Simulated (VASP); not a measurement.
**Si: single point with PBE+D3(BJ)**

The system is Si, a slab with vacuum.

```
Si
1.0
     3.84753    0.00000    0.00000
    -1.92376    3.33205    0.00000
     0.00000    0.00000   18.44160
Si
4
Direct
  0.33333 0.66667 0.26954
  0.66667 0.33333 0.24401
  0.00000 0.00000 0.50113
  0.66667 0.33333 0.47560
```

This cell differs from its parent crystal: layers slid over each other.

```
Program                : VASP 6.6.1
Task                   : single point
Functional             : PBE
Dispersion             : D3(BJ)
Potentials or basis    : VASP PAW PBE potentials, release 64 (Si)
Cutoff                 : 520 eV
k mesh                 : 9 × 9 × 1
Occupations            : gaussian, width 0.1 eV
Spin                   : no spin polarisation
Dipole correction      : yes
Further INCAR settings : ALGO = Normal; EDIFF = 1e-06; NBANDS = 16
```

```
Largest force              : 0.200 eV/Å
Band gap on the k mesh     : 0.09 eV
Dispersion energy per atom : -0.249 eV
```

Forces in eV/Å, atoms in the order of the input:
```
Si   0.000  0.000  0.147
Si   0.000  0.000  0.078
Si   0.000  0.000 -0.024
Si   0.000  0.000 -0.200
```

Levels at points of the mesh, in eV from the valence-band top:
```
           k point  band 6  band 7  band 8  band 9  band 10  band 11
(0.00, 0.00, 0.00)   -1.15   -1.08   -1.08    2.06     2.17     2.35
```

Run time: 2.6 min on 1 thread of Intel Xeon 8259CL, on a shared host, peak memory 0.35 GiB.

Caveat: the cell differs from its parent crystal (layers slid over each other).
